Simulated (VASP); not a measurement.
BAs: single point with PBE+D3(BJ)

The system is BAs.

```
CELL_PARAMETERS angstrom
0.00000 2.35042 2.35042
2.35042 0.00000 2.35042
2.35042 2.35042 0.00000
ATOMIC_POSITIONS crystal
B 0.00000 0.00000 0.00000
As 0.75000 0.75000 0.75000
```

This cell differs from its parent crystal: volume scaled by 0.96.

```yaml
Program: VASP 6.6.1
Task: single point
Functional: PBE
Dispersion: D3(BJ)
Potentials_or_basis: VASP PAW PBE potentials, release 64 (B, As)
Cutoff: 500 eV
k_mesh: 8 × 8 × 8
Occupations: gaussian, width 0.05 eV
Spin: no spin polarisation
```

```json
{"Pressure": "6.9 GPa", "Band gap on the k mesh": "1.14 eV, indirect (least direct gap 3.34 eV)", "Dispersion energy per atom": "-0.346 eV"}
```

Levels at points of the mesh, in eV from the valence-band top:
| k point | band 2 | band 3 | band 4 | band 5 | band 6 | band 7 |
| --- | --- | --- | --- | --- | --- | --- |
| (0.00, 0.00, 0.00) | 0.00 | 0.00 | 0.00 | 3.34 | 3.34 | 3.34 |
| (0.50, 0.00, 0.00) | -9.15 | -1.91 | -1.91 | 2.98 | 4.83 | 4.83 |
| (0.50, 0.50, 0.00) | -8.81 | -4.29 | -4.29 | 1.36 | 1.40 | 11.84 |

Run time: 10 s on 1 thread of Intel Xeon 8259CL, with other jobs on the host, peak memory 0.15 GiB.

 A k mesh can miss the band edges.
